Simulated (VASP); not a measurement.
**MgO: single point with r2SCAN**

The system is MgO.

```
CELL_PARAMETERS angstrom
-0.02158 2.08059 2.08059
2.08059 -0.02158 2.08059
2.08059 2.08059 -0.02158
ATOMIC_POSITIONS crystal
Mg 0.00000 0.00000 0.00000
O 0.50000 0.50000 0.50000
```

This cell differs from its parent crystal: strain along [111] -1.5%.

- Program: VASP 6.6.1
- Task: single point
- Functional: r2SCAN
- Potentials or basis: VASP PAW PBE potentials, release 64 (Mg_sv, O)
- Cutoff: 920 eV
- k mesh: 10 × 10 × 10
- Occupations: gaussian, width 0.01 eV
- Spin: no spin polarisation

| Item | Value |
| --- | --- |
| Pressure | 3.2 GPa |
| Band gap on the k mesh | 5.78 eV |

Stress tensor (GPa, compression positive):
```
3.18 1.59 1.59
1.59 3.18 1.59
1.59 1.59 3.18
```

Levels at points of the mesh, in eV from the valence-band top:
| k point | band 4 | band 5 | band 6 | band 7 | band 8 | band 9 | band 10 | band 11 | band 12 | band 13 |
| --- | --- | --- | --- | --- | --- | --- | --- | --- | --- | --- |
| (0.00, 0.00, 0.00) | -40.06 | -18.37 | -0.12 | -0.12 | 0.00 | 5.78 | 16.75 | 16.75 | 17.23 | 21.07 |
| (0.50, 0.00, 0.00) | -40.06 | -17.05 | -4.79 | -0.80 | -0.71 | 8.93 | 13.95 | 17.63 | 17.84 | 22.80 |
| (0.50, 0.50, 0.00) | -40.09 | -16.83 | -4.24 | -1.54 | -1.41 | 9.98 | 11.32 | 14.47 | 20.60 | 20.84 |
| (0.50, 0.50, 0.50) | -40.07 | -17.00 | -4.72 | -0.85 | -0.85 | 8.78 | 14.19 | 17.42 | 17.42 | 22.62 |

Wall time 4.4 min on 1 thread of Intel(R) Xeon(R) Platinum 8559C (Emerald Rapids), with other jobs on the host, peak memory 0.21 GiB.

Caveat: the cell differs from its parent crystal (strain along [111] -1.5%); the cell stands under pressure; the PAW data sets were made with another functional, which shifts forces and pressure a little.
